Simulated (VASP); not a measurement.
# H23NO10 in VASP: further runs, part 2 of 2

VASP 6.6.1.

### 3 Single point, r2SCAN+D3(BJ)

Input file POSCAR:

```
H23NO10
1.0
    6.4728650000      0.0000000000      0.0000000000
    0.0000000000      6.4728650000      0.0000000000
    0.0000000000      0.0000000000      6.4728650000
O H N
10 23 1
Direct
    0.2742371423      0.5750158546      0.2873997836
    0.0511365524      0.1132419724      0.0725181199
    0.7142432292      0.3160578816      0.1823921865
    0.8727510924      0.8169489090      0.9026760175
    0.3960224723      0.1913681191      0.3545879607
    0.8111245948      0.5371655364      0.4756626316
    0.2923434986      0.8378979015      0.5956404158
    0.1322907244      0.3647534747      0.7734442167
    0.5341684092      0.9535808332      1.0220203882
    0.9142474005     -0.0066740153      0.4791232321
    0.2900724795      0.6249628256      0.1372035412
    0.2261131663      0.4299178185      0.2408052694
    0.0094548550      0.2304234678     -0.0081262316
    0.1850185351      0.1463648632      0.1532706151
    0.6818155484      0.3311362125      0.0342815739
    0.8332322704      0.2216947210      0.1532860642
    0.9661100610      0.7385755767      0.7986571634
    0.9814664758      0.9155142275      0.9540597556
    0.5352652960      0.1725356546      0.2728930698
    0.4157046377      0.3398958576      0.4244488337
    0.8813716955      0.6710938665      0.3956516936
    0.7559249266      0.5069161801      0.3304719008
    0.3933961237      0.9213076435      0.4890879078
    0.3305954936      0.7042322063      0.5983903573
    0.0818648311      0.4857354510      0.6867438144
    0.2047315988      0.2891300838      0.6577612850
    0.4409021353      0.9107713509      0.8832719360
    0.6166666538      0.8224487920      1.0203518844
    0.8671276166      0.1305140768      0.5010146203
    1.0177409849     -0.0436282852      0.5856293929
    0.6636628448      0.4585295692      0.7528505538
    0.6479819987      0.2588034819      0.6527712226
    0.4476533961      0.3421205293      0.8070614790
    0.6080460507      0.3178808766      0.7966951265
```

Input file INCAR.step1:

```
SYSTEM = H23NO10
ALGO = Normal ; EDIFF = 1E-4
ENCUT = 520 ; GGA = PE
ISMEAR = -1 ; LASPH = .True.
LCHARG = .False. ; LREAL = Auto
LWAVE = .True. ; NBANDS = 67
NELM = 60 ; PREC = Accurate
SIGMA = 0.02
```

Input file INCAR.step2:

```
SYSTEM = H23NO10
ALGO = Normal ; EDIFF = 1E-7
ENCUT = 520 ; ISIF = 2
ISMEAR = -1 ; ISTART = 1
IVDW = 12 ; LASPH = .True.
LCHARG = .False. ; LMIXTAU = .True.
LREAL = Auto ; LWAVE = .False.
METAGGA = R2SCAN ; NBANDS = 67
NELM = 60 ; PREC = Accurate
SIGMA = 0.02 ; VDW_A1 = 0.49484001
VDW_A2 = 5.73083694 ; VDW_S6 = 1.0
VDW_S8 = 0.78981345
```

Input file KPOINTS:

```
k-points
0
Gamma
  1 1 1
  0 0 0
```

Potentials or basis: VASP PAW PBE potentials, release 64 (O, H, N).

On the command line:

```bash
$ cat potpaw_PBE.64/O/POTCAR potpaw_PBE.64/H/POTCAR potpaw_PBE.64/N/POTCAR > POTCAR
$ cp INCAR.step1 INCAR
$ mpirun -np 1 vasp_gam > vasp.out
$ cp INCAR.step2 INCAR
$ mpirun -np 1 vasp_gam > vasp.out
```

OUTCAR:

```text
SYSTEM = H23NO10
   EDIFF = 1E-7
   ENCUT = 520
   ISIF = 2
   ISMEAR = -1
   ISTART = 1
   IVDW = 12
   LASPH = .True.
   LREAL = Auto
   METAGGA = R2SCAN
   NELM = 60
   PREC = Accurate
 IVDW          = 12

 ion  position               nearest neighbor table
   1  0.274  0.575  0.287-  11 1.03  12 1.03
   2  0.051  0.113  0.073-  13 0.96  14 1.03
   3  0.714  0.316  0.182-  15 0.99  16 1.00
   4  0.873  0.817  0.903-  18 1.01  17 1.04
   5  0.396  0.191  0.355-  19 1.05  20 1.07
[... 328 lines left out ...]
  -------------------------------------------------------------------------------------
  Total      -5.58454    -1.89621    -9.51344    -1.95306     0.24854     0.75441
  in kB     -32.99200   -11.20233   -56.20288   -11.53818     1.46831     4.45686
  external pressure =      -33.47 kB  Pullay stress =        0.00 kB

 VOLUME and BASIS-vectors are now :
 -----------------------------------------------------------------------------
  energy-cutoff  :      520.00
  volume of cell :      271.20
      direct lattice vectors                 reciprocal lattice vectors
     6.472865000  0.000000000  0.000000000     0.154491095  0.000000000  0.000000000
     0.000000000  6.472865000  0.000000000     0.000000000  0.154491095  0.000000000
     0.000000000  0.000000000  6.472865000     0.000000000  0.000000000  0.154491095

 POSITION                                       TOTAL-FORCE (eV/Angst)
 -----------------------------------------------------------------------------------
      1.77510      3.72200      1.86030        -0.932280     -1.870726     -4.059027
      0.33100      0.73300      0.46940         1.942044      0.268029      1.719279
      4.62320      2.04580      1.18060         1.338227     -0.676768     -0.693668
      5.64920      5.28800      5.84290         3.358239     -2.011095     -2.206099
      2.56340      1.23870      2.29520         1.086024      1.822340      1.234224
      5.25030      3.47700      3.07890         1.579881      4.195978     -3.471619
[... 26 lines left out ...]
      2.89760      2.21450      5.22400         1.516176     -0.591193     -0.205965
      3.93580      2.05760      5.15690        -0.586543      1.292622     -1.590176
 -----------------------------------------------------------------------------------
    total drift:                                0.008006      0.002213      0.002023

  FREE ENERGIE OF THE ION-ELECTRON SYSTEM (eV)
  ---------------------------------------------------
  free  energy   TOTEN  =      -173.9129898820 eV

  energy  without entropy=     -173.9129898820  energy(sigma->0) =     -173.91298988
```

OUTCAR.step1:

```text
SYSTEM = H23NO10
   EDIFF = 1E-4
   ENCUT = 520
   GGA = PE
   ISMEAR = -1
   LASPH = .True.
   LREAL = Auto
   NELM = 60
[... 353 lines left out ...]
      5.25030      3.47700      3.07890         1.574882      4.041477     -2.969992
[... 26 lines left out ...]
      2.89760      2.21450      5.22400         1.253357     -0.528358     -0.190259
      3.93580      2.05760      5.15690        -0.548219      1.131628     -1.331748
 -----------------------------------------------------------------------------------
    total drift:                                0.007140     -0.004945      0.001066

  FREE ENERGIE OF THE ION-ELECTRON SYSTEM (eV)
  ---------------------------------------------------
  free  energy   TOTEN  =      -160.4174275587 eV

  energy  without entropy=     -160.4174275587  energy(sigma->0) =     -160.41742756
```

OSZICAR.step1:

```text
N       E                     dE             d eps       ncg     rms          rms(c)
DAV:   1     0.697597081042E+03    0.69760E+03   -0.49350E+04   134   0.123E+03
DAV:   2    -0.111012800039E+03   -0.80861E+03   -0.76901E+03   169   0.311E+02
DAV:   3    -0.175851952399E+03   -0.64839E+02   -0.64333E+02   164   0.923E+01
DAV:   4    -0.176758341793E+03   -0.90639E+00   -0.90377E+00   156   0.121E+01
DAV:   5    -0.176769624299E+03   -0.11283E-01   -0.11278E-01   164   0.133E+00    0.244E+01
DAV:   6    -0.160958139246E+03    0.15811E+02   -0.47329E+01   156   0.265E+01    0.968E+00
DAV:   7    -0.160630662699E+03    0.32748E+00   -0.19625E+00   164   0.598E+00    0.619E+00
DAV:   8    -0.160413309588E+03    0.21735E+00   -0.46690E-01   172   0.358E+00    0.679E-01
DAV:   9    -0.160412144286E+03    0.11653E-02   -0.61002E-02   164   0.108E+00    0.380E-01
DAV:  10    -0.160415919158E+03   -0.37749E-02   -0.91774E-03   156   0.394E-01    0.174E-01
DAV:  11    -0.160417033874E+03   -0.11147E-02   -0.10675E-03   172   0.247E-01    0.785E-02
DAV:  12    -0.160417392901E+03   -0.35903E-03   -0.90602E-04   156   0.171E-01    0.280E-02
DAV:  13    -0.160417427559E+03   -0.34658E-04   -0.16254E-04   148   0.613E-02
   1 F= -.16041743E+03 E0= -.16041743E+03  d E =-.648213E-11
```

It took 78 s on 1 thread of AMD EPYC 9R45 (Zen 5), shared host; peak memory 0.3 GiB.

Results:

| Quantity | Value |
| --- | --- |
| Free energy | -173.9130 eV |
| Pressure | -3.3 GPa |
| Largest force | 6.199 eV/Å |
| Band gap on the k mesh | 3.81 eV |
| Dispersion energy per atom | -0.021 eV |

Forces in eV/Å, atoms in the order of the input:
```
O   -0.932 -1.871 -4.059
O    1.942  0.268  1.719
O    1.338 -0.677 -0.694
O    3.358 -2.011 -2.206
O    1.086  1.822  1.234
O    1.580  4.196 -3.472
O    1.107  6.009 -1.050
O    0.576  1.430 -3.156
O   -2.758 -3.115 -3.164
O    0.714 -0.847  0.258
H    0.087  0.179  2.472
H    0.606  1.992  1.256
H    0.996  0.354 -0.940
H   -1.672 -0.565 -0.893
H   -0.986 -0.084 -0.771
H   -0.434  0.108  1.426
H   -2.105  1.064  1.645
H   -1.101 -0.207  0.375
H   -1.548  0.858  0.644
H   -0.041 -3.108 -1.793
H   -1.058 -2.320  2.934
H   -0.018 -1.513  1.508
H   -2.462 -1.692  2.236
H    1.429 -3.841 -0.418
H   -0.003 -1.463  1.018
H   -0.956  0.159  1.388
H    2.025  1.519  3.073
H   -0.083  1.578  0.215
H    0.088  0.519  0.280
H   -0.712  0.558 -0.920
H   -0.103  0.806  0.476
H   -0.888 -0.807  1.175
H    1.516 -0.591 -0.206
N   -0.587  1.293 -1.590
```

Levels at points of the mesh, in eV from the valence-band top:
| k point | band 40 | band 41 | band 42 | band 43 | band 44 | band 45 | band 46 | band 47 | band 48 | band 49 |
| --- | --- | --- | --- | --- | --- | --- | --- | --- | --- | --- |
| (0.00, 0.00, 0.00) | -1.07 | -0.93 | -0.40 | -0.32 | 0.00 | 3.81 | 7.04 | 7.11 | 7.24 | 7.50 |

Caveat: the k points lie up to 0.97 Å⁻¹ apart; the PAW data sets were made with another functional, which shifts forces and pressure a little.

### 4 Single point, r2SCAN+D3(BJ)

Input file POSCAR:

```
H23NO10
1.0
    6.4728650000      0.0000000000      0.0000000000
    0.0000000000      6.4728650000      0.0000000000
    0.0000000000      0.0000000000      6.4728650000
O H N
10 23 1
Direct
    0.2562080315      0.5936629298      0.2589888712
    0.0682387165      0.1186491608      0.0398587024
    0.7102728081      0.3385826832      0.1920787781
    0.8915526587      0.8085909408      0.8838281039
    0.4130937382      0.1796731432      0.3730650956
    0.8319499943      0.5357751166      0.4724955642
    0.2793971449      0.8361212539      0.6136231792
    0.1351179115      0.3553604161      0.7668628961
    0.5455853011      0.9670988040      1.0346886580
    0.8986901473     -0.0144449174      0.5097897144
    0.2944136793      0.6700742252      0.1341446176
    0.1325533593      0.5204496000      0.2486688661
    0.0445243335      0.1511231889     -0.1045132256
    0.1487594751      0.1908582985      0.1320435387
    0.6689000929      0.3211715369      0.0411873259
    0.7743866124      0.2053341140      0.2476492249
    0.9882640840      0.7046184340      0.8771849869
    0.9438787925      0.8751766026      1.0053662482
    0.5075186954      0.2549257554      0.2784701983
    0.3319859135      0.2753340291      0.4377814152
    0.8595421038      0.6752342278      0.5215464868
    0.7846139229      0.5341375110      0.3302247150
    0.3381346591      0.9074961397      0.5115509129
    0.3879425880      0.7562957052      0.6826652495
    0.0119576107      0.4010588820      0.7084961605
    0.1518956444      0.2175543596      0.7060397521
    0.4385229724      0.9436316067      0.9526075393
    0.6557992481      0.8690433062      1.0004379823
    0.8187719039      0.0954909457      0.5989001779
    0.9720579681     -0.0636348819      0.6275737251
    0.6027779044      0.4554860946      0.6979289696
    0.5639079449      0.2078986662      0.6472404414
    0.4829700604      0.2878632568      0.8459314384
    0.6061303611      0.3063558409      0.7532213324
```

Input file INCAR.step1:

```
  ALGO = Normal
  EDIFF = 1E-4
  ENCUT = 520
  GGA = PE
  ISMEAR = -1
  LASPH = True
  LCHARG = False
  LREAL = Auto
  LWAVE = True
  NBANDS = 67
  NELM = 80
  PREC = Accurate
  SIGMA = 0.02
```

Input file INCAR.step2:

```
  ALGO = Normal
  EDIFF = 1E-6
  ENCUT = 520
  ISIF = 2
  ISMEAR = -1
  ISTART = 1
  IVDW = 12
  LASPH = True
  LCHARG = True
  LELF = True
  LMIXTAU = True
  LREAL = Auto
  LVHAR = True
  LWAVE = False
  METAGGA = R2SCAN
  NBANDS = 67
  NELM = 80
  PREC = Accurate
  SIGMA = 0.02
  VDW_A1 = 0.49484001
  VDW_A2 = 5.73083694
  VDW_S6 = 1.0
  VDW_S8 = 0.78981345
```

Input file KPOINTS:

```
k-points
0
Gamma
  1 1 1
```

On the command line:

```bash
$ cat potpaw_PBE.64/O/POTCAR potpaw_PBE.64/H/POTCAR potpaw_PBE.64/N/POTCAR > POTCAR
$ cp INCAR.step1 INCAR
$ mpirun -np 1 vasp_gam > vasp.out
$ cp INCAR.step2 INCAR
$ mpirun -np 1 vasp_gam > vasp.out
```

Run time: 80 s. Hardware: 1 thread of AMD EPYC 9R45 (Zen 5), shared host; peak memory 0.3 GiB.

Results (log left out):

- Free energy: -174.6597 eV
- Pressure: 6.1 GPa
- Largest force: 6.145 eV/Å
- Band gap on the k mesh: 4.56 eV
- Dispersion energy per atom: -0.021 eV

Forces on the atoms (eV/Å):
```
O    2.262  1.100 -0.303
O   -2.472 -4.064 -0.257
O    0.152 -1.542 -1.570
O   -1.674  0.548  0.101
O    0.643 -2.634 -1.016
O    0.731  0.836  1.416
O   -1.568 -2.832  5.223
O    1.833 -0.563 -0.559
O    4.225  0.129  3.298
O   -1.926  3.246  1.369
H   -0.580 -0.573  0.650
H   -1.727 -0.494 -0.537
H    0.536  1.088  1.861
H    1.823  1.723  0.793
H    1.252 -0.482  1.291
H   -0.541  1.743 -1.395
H    1.682 -2.547 -0.695
H    0.355  1.445  0.825
H   -0.183  0.055  0.451
H   -1.635  2.435  1.306
H   -0.191 -0.124 -0.710
H   -0.130 -0.054  0.085
H    2.291  2.688 -4.163
H   -0.581  0.360 -0.748
H   -1.940  0.982 -1.385
H    0.472  0.763 -0.442
H   -4.239 -0.855 -3.227
H   -0.550  0.342 -0.254
H    0.765 -1.728 -1.999
H    0.998 -1.073  0.334
H    0.044 -0.966 -0.305
H   -0.252 -0.843 -2.132
H   -0.360  0.285  0.634
N    0.485  1.607  2.060
```

Stress tensor (GPa, compression positive):
```
 7.57  2.14  0.17
 2.14  3.84 -0.02
 0.17 -0.02  6.75
```

Levels at points of the mesh, in eV from the valence-band top:
```csv
k point,band 40,band 41,band 42,band 43,band 44,band 45,band 46,band 47,band 48,band 49
"(0.00, 0.00, 0.00)",-0.72,-0.60,-0.38,-0.25,0.00,4.56,7.42,7.89,8.12,8.74
```

Caveat: the k points lie up to 0.97 Å⁻¹ apart; the PAW data sets were made with another functional, which shifts forces and pressure a little.
